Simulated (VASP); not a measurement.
# TiAl3 (Pm-3m) in VASP: notebook, part 2 of 2

VASP 6.6.1. Earlier steps stand in the parts before.

## (5) Single point, PBE (volume scaled by 0.97)

INCAR

```
SYSTEM = TiAl3
PREC = Accurate ; ENCUT = 520
EDIFF = 1E-6 ; ISMEAR = 0
SIGMA = 0.1 ; LREAL = .FALSE.
LASPH = .TRUE. ; NELM = 80
ALGO = Fast ; ISIF = 2
LWAVE = .FALSE. ; LCHARG = .TRUE.
GGA = PE ; LELF = .TRUE.
LVHAR = .TRUE. ; NBANDS = 18
```

KPOINTS

```
regular mesh
0
G
  12 12 12
  0 0 0
```

POSCAR

```
TiAl3
1.0
    3.9394675425      0.0000000000      0.0000000000
    0.0000000000      3.9394675425      0.0000000000
    0.0000000000      0.0000000000      3.9394675425
Ti Al
1 3
Direct
    0.0000000000      0.0000000000      0.0000000000
    0.5000000000      0.0000000000      0.5000000000
    0.0000000000      0.5000000000      0.5000000000
    0.5000000000      0.5000000000      0.0000000000
```

Potentials or basis: VASP PAW PBE potentials, release 64 (Ti_sv, Al).

Started as:

```console
$ cat potpaw_PBE.64/Ti_sv/POTCAR potpaw_PBE.64/Al/POTCAR > POTCAR
$ mpirun -np 1 vasp_std > vasp.out
```

OUTCAR:

```text
SYSTEM = TiAl3
   PREC = Accurate
   ENCUT = 520
   EDIFF = 1E-6
   ISMEAR = 0
   LREAL = .FALSE.
   LASPH = .TRUE.
   NELM = 80
   ISIF = 2
   GGA = PE

 ion  position               nearest neighbor table
   1  0.000  0.000  0.000-   2 2.79   3 2.79   4 2.79   2 2.79   3 2.79   3 2.79   4 2.79   3 2.79
                             2 2.79   4 2.79   2 2.79   4 2.79
   2  0.500  0.000  0.500-   1 2.79   3 2.79   4 2.79   1 2.79   4 2.79   3 2.79   4 2.79   4 2.79
                             1 2.79   3 2.79   1 2.79   3 2.79
   3  0.000  0.500  0.500-   1 2.79   2 2.79   4 2.79   1 2.79   4 2.79   1 2.79   2 2.79   1 2.79
                             2 2.79   4 2.79   4 2.79   2 2.79
   4  0.500  0.500  0.000-   1 2.79   2 2.79   3 2.79   2 2.79   3 2.79   1 2.79   2 2.79   2 2.79
                             1 2.79   3 2.79   3 2.79   1 2.79

  LATTYP: Found a simple cubic cell.
 ALAT       =     3.9394675425

  Lattice vectors:

 A1 = (   3.9394675425,   0.0000000000,   0.0000000000)
 A2 = (   0.0000000000,   3.9394675425,   0.0000000000)
 A3 = (   0.0000000000,   0.0000000000,   3.9394675425)

Analysis of symmetry for initial positions (statically):
=====================================================================
 Subroutine PRICEL returns:
 Original cell was already a primitive cell.

 Routine SETGRP: Setting up the symmetry group for a
 simple cubic supercell.

 Subroutine GETGRP returns: Found 48 space group operations
 (whereof 48 operations were pure point group operations)
 out of a pool of 48 trial point group operations.

The static configuration has the point symmetry O_h .

Analysis of symmetry for dynamics (positions and initial velocities):
=====================================================================
 Subroutine PRICEL returns:
 Original cell was already a primitive cell.

 Routine SETGRP: Setting up the symmetry group for a
 simple cubic supercell.

 Subroutine GETGRP returns: Found 48 space group operations
 (whereof 48 operations were pure point group operations)
 out of a pool of 48 trial point group operations.

[... 128 lines left out ...]
   LORBIT       =      0    0 simple, 1 ext, 2 COOP (PROOUT), +10 PAW based schemes
   GGA     = PE    functional components
   LHFCALC =     F    Hartree Fock is set to
   AEXX    =    0.0000 exact exchange contribution
   IVDW    =     0    specifies the selected vdW correction
   LEPSILON=     F    determine dielectric tensor
   LRPA    =     F    only Hartree local field effects (RPA)
 non-spin polarized calculation
 RMM-DIIS sequential band-by-band and
 Gauss-broadening in eV      SIGMA  =   0.10
  energy-cutoff  :      520.00
  volume of cell :       61.14
 maximum number of plane-waves:      1671
 NGX is ok and might be reduce to    30
   NGX = 15   NGY = 15   NGZ = 15

 number of electron      20.9999996 magnetization

 Free energy of the ion-electron system (eV)
  ---------------------------------------------------
  ext. energy  EPLUGINS =         0.00000000
  ---------------------------------------------------
  free energy    TOTEN  =       -20.53218473 eV

  energy without entropy =      -20.51890129  energy(sigma->0) =      -20.52554301

 E-fermi :   9.2737     XC(G=0): -10.8796

 val. band max:        9.2715208441   @ k =   0.2500   0.1667   0.0000
 cond. band min:       9.2849138099   @ k =   0.0833   0.0833   0.0000
 fundamental gap:      0.0133929658
 Fermi energy:         9.2737363015

 k-point     1 :       0.0000    0.0000    0.0000
  band No.  band energies     occupation
      1     -47.6683      2.00000
      2     -23.9760      2.00000
      3     -23.9760      2.00000
      4     -23.9760      2.00000
      5      -1.6506      2.00000
      6       6.1341      2.00000
[... 481 lines left out ...]
      5       0.8966      2.00000
      6       2.6789      2.00000
[... 10 lines left out ...]
     17      13.5370      0.00000
     18      15.3006      0.00000

 [... further k-points ...]

------------------------ aborting loop because EDIFF is reached ----------------------------------------

  FORCE on cell =-STRESS in cart. coord.  units (eV):
  Direction    XX          YY          ZZ          XY          YZ          ZX
  --------------------------------------------------------------------------------------
  -------------------------------------------------------------------------------------
  Total        1.3008890      1.3008890      1.3008890      0.0000000     -0.0000000     -0.0000000
  in kB       34.0908825     34.0908825     34.0908825      0.0000000     -0.0000000     -0.0000000
  external PRESSURE =      34.0908825 kB  Pullay stress =       0.0000000 kB

 VOLUME and BASIS-vectors are now :
 -----------------------------------------------------------------------------
  energy-cutoff  :      520.00
  volume of cell :       61.14
      direct lattice vectors                 reciprocal lattice vectors
     3.939467543  0.000000000  0.000000000     0.253841411  0.000000000  0.000000000
     0.000000000  3.939467543  0.000000000     0.000000000  0.253841411  0.000000000
     0.000000000  0.000000000  3.939467543     0.000000000  0.000000000  0.253841411

 POSITION                                       TOTAL-FORCE (eV/Angst)
 -----------------------------------------------------------------------------------
      0.00000      0.00000      0.00000         0.000000      0.000000      0.000000
      1.96973      0.00000      1.96973         0.000000      0.000000      0.000000
      0.00000      1.96973      1.96973         0.000000      0.000000      0.000000
      1.96973      1.96973      0.00000         0.000000      0.000000      0.000000
 -----------------------------------------------------------------------------------
    total drift:                                0.000000     -0.000000      0.000000

  FREE ENERGIE OF THE ION-ELECTRON SYSTEM (eV)
  ---------------------------------------------------
  free  energy   TOTEN  =       -20.5321847346 eV

  energy  without entropy=      -20.5189012944  energy(sigma->0) =      -20.52554301
```

stdout:

```text
POSCAR found type information on POSCAR TiAl
 POSCAR found :  2 types and       4 ions
 scaLAPACK will be used
 LDA part: xc-table for (Slater+PW92), standard interpolation
 POSCAR, INCAR and KPOINTS ok, starting setup
 FFT: planning ... GRIDC
 FFT: planning ... GRID_SOFT
 FFT: planning ... GRID
 WAVECAR not read
 entering main loop
WARNING in EDDRMM: call to ZHEGV failed, returncode =   8  4     12
WARNING in EDDRMM: call to ZHEGV failed, returncode =   6  3     10
WARNING in EDDRMM: call to ZHEGV failed, returncode =   6  3     14
WARNING in EDDRMM: call to ZHEGV failed, returncode =   6  3     11
WARNING in EDDRMM: call to ZHEGV failed, returncode =   6  3      5
```

It took 97 s on 1 thread of Intel Xeon 6975P-C (Granite Rapids), shared host; peak memory 0.21 GiB.

What came out:

```yaml
Free_energy: -20.5322 eV
Pressure: 3.4 GPa
```

Levels at points of the mesh, in eV from the Fermi level:
```csv
k point,band 8,band 9,band 10,band 11,band 12,band 13
"(0.00, 0.00, 0.00)",-2.21,-2.21,-2.21,0.13,0.13,0.13
"(0.50, 0.00, 0.00)",-2.31,-2.23,0.39,0.73,0.73,0.97
"(0.50, 0.50, 0.00)",-5.10,-1.30,-1.30,0.62,0.90,1.07
"(0.50, 0.50, 0.50)",-5.06,-3.56,-3.56,-3.56,0.21,1.23
```

## (6) Overview

```tsv
cell	k mesh	smearing	further INCAR settings	gap on the mesh (eV)	pressure (GPa)
a = 3.980, b = 3.980, c = 7.959 Å, 8 atoms	6 × 6 × 4	gaussian 0.2 eV	ALGO = Fast; EDIFF = 1e-06; NBANDS = 31	none	0.1
a = 3.857 Å, 4 atoms	12 × 12 × 12	gaussian 0.1 eV	ALGO = Fast; EDIFF = 1e-07; NBANDS = 18	none	12.1
a = 3.898 Å, 4 atoms	12 × 12 × 12	gaussian 0.1 eV	ALGO = Fast; EDIFF = 1e-06; NBANDS = 18	none	7.4
a = 3.939 Å, 4 atoms	12 × 12 × 12	gaussian 0.1 eV	ALGO = Fast; EDIFF = 1e-06; NBANDS = 18	none	3.4
```

Alike in all rows: task single point; level PBE; potentials or basis VASP PAW PBE potentials, release 64 (Ti_sv, Al); no spin polarisation; cutoff (eV) 520.

Absolute energies hang on the potentials; compare differences alone.
